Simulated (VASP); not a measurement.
KBaI3: single point with PBE

KBaI3:

```xyz
5
Lattice="6.7192 0.0000 0.0000 0.0000 6.7192 0.0000 0.0000 0.0000 6.7192" Properties=species:S:1:pos:R:3 pbc="T T T"
K     0.0000    0.0000    0.0000
Ba    3.3596    3.3596    3.3596
I     3.3596    3.3596    0.0000
I     3.3596    0.0000    3.3596
I     0.0000    3.3596    3.3596
```

```yaml
Program: VASP 6.6.1
Task: single point
Functional: PBE
Potentials_or_basis: VASP PAW PBE potentials, release 64 (K_sv, Ba_sv, I)
Cutoff: 500 eV
k_mesh: 4 × 4 × 4
Occupations: fermi-dirac, width 0.02 eV
Spin: no spin polarisation
Dipole_correction: no
Further_INCAR_settings: ALGO = Normal; EDIFF = 1e-06; NBANDS = 28
```

| Quantity | Value |
| --- | --- |
| Pressure | 0.2 GPa |
| Band gap on the k mesh | 3.09 eV (least direct gap 3.27 eV) |

Levels at points of the mesh, in eV from the valence-band top:
```tsv
k point	band 18	band 19	band 20	band 21	band 22	band 23
(0.00, 0.00, 0.00)	-0.17	-0.17	-0.17	3.09	4.02	4.02
(0.50, 0.00, 0.00)	-0.47	-0.24	-0.24	4.11	4.26	4.61
(0.50, 0.50, 0.00)	-0.59	-0.54	-0.01	4.51	5.09	5.09
(0.50, 0.50, 0.50)	0.00	0.00	0.00	3.82	5.51	5.51
```

It took 78 s on 1 thread of AMD EPYC 7R43 64-Core Processor (Zen 3), with other jobs on the host, peak memory 0.35 GiB.

Caveat: spin-orbit coupling is left out, which moves the levels of the heavy elements. A k mesh can miss the band edges.
